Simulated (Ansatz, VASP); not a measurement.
**Mg4O: VASP beside Ansatz**

Contents of INCAR:

```
PREC     = Accurate       # precision mode
ENCUT    = 520            # plane-wave cutoff, eV
EDIFF    = 1E-7           # SCF threshold, eV
ISMEAR   = 0              # smearing method
SIGMA    = 0.1            # smearing width, eV
LREAL    = False          # projectors in reciprocal space
LASPH    = True           # aspherical terms in the spheres
NELM     = 60             # most SCF steps
ALGO     = Normal         # electronic algorithm
ISIF     = 2              # what is computed and relaxed
LWAVE    = False          # write WAVECAR
LCHARG   = False          # write CHGCAR
LDIPOL   = True         
IDIPOL   = 3            
DIPOL    = 0.5 0.5 0.314
NBANDS   = 15             # bands
```

Contents of KPOINTS:

```
regular mesh
0
Gamma
  8 5 1
```

File POSCAR:

```
Mg4O
1.0
    3.1466128697      0.0000000000      0.0000000000
    0.0000000000      5.0388886589      0.0000000000
    0.0000000000      0.0000000000     20.5846139733
Mg O
4 1
Direct
    0.0000000000      0.7500000000      0.1943198937
    0.5000000000      0.2500000000      0.2384474589
    0.5000000000      0.7500000000      0.3306067122
    0.0000000000      0.2500000000      0.3684603453
    0.1250000000      0.3750000000      0.4398729063
```

Input for Ansatz:

```yaml
crystal:
  lattice:
    - [3.1466128697, 0.0, 0.0]
    - [0.0, 5.0388886589, 0.0]
    - [0.0, 0.0, 20.5846139733]
  atoms:
    - { symbol: Mg, position: [0.0, 0.75, 0.1943198937] }
    - { symbol: Mg, position: [0.5, 0.25, 0.2384474589] }
    - { symbol: Mg, position: [0.5, 0.75, 0.3306067122] }
    - { symbol: Mg, position: [0.0, 0.25, 0.3684603453] }
    - { symbol: O, position: [0.125, 0.375, 0.4398729063] }
basis:
  ecutwfc: 420
kpoints:
  mp_grid: { grid: [8, 5, 1] }
hamiltonian:
  xc: lda
scf:
  occupations: { method: gaussian, width: 0.1 }
output:
  forces: true
  eigenvalues: true
efield:
  axis: 3
  dipole_correction: true
  ramp_width: 0.04
```

Alike in both runs: task single point; functional LDA; k mesh 8 × 5 × 1; occupations gaussian, width 0.1 eV; no spin polarisation.

|  | VASP | Ansatz |
| --- | --- | --- |
| version | VASP 6.6.1 | Ansatz 0.2.0 |
| potentials or method | VASP PAW LDA potentials, release 64 (Mg, O), cutoff 520 eV | scalar-relativistic, plane waves, PAW |
| valence electrons in the cell | 14 | 46 |

VASP gave:

```
gap on the k mesh at the Fermi level (eV) : none
rms of the force components (eV/Å)        : 1.615
```

Estimate Ansatz's values.

gap on the k mesh at the Fermi level (eV): none; rms of the force components (eV/Å): 1.503.

LDA's correlation is that of Perdew and Zunger in VASP and of Perdew and Wang (1992) in Ansatz. Atom by atom the forces differ by 0.118 eV/Å (rms over components). A gap of «none» marks a metal or a gap that the smearing closes. VASP's potentials hold 14 valence electrons a cell and Ansatz's 46, so a difference there can come from the potentials and not from the codes.
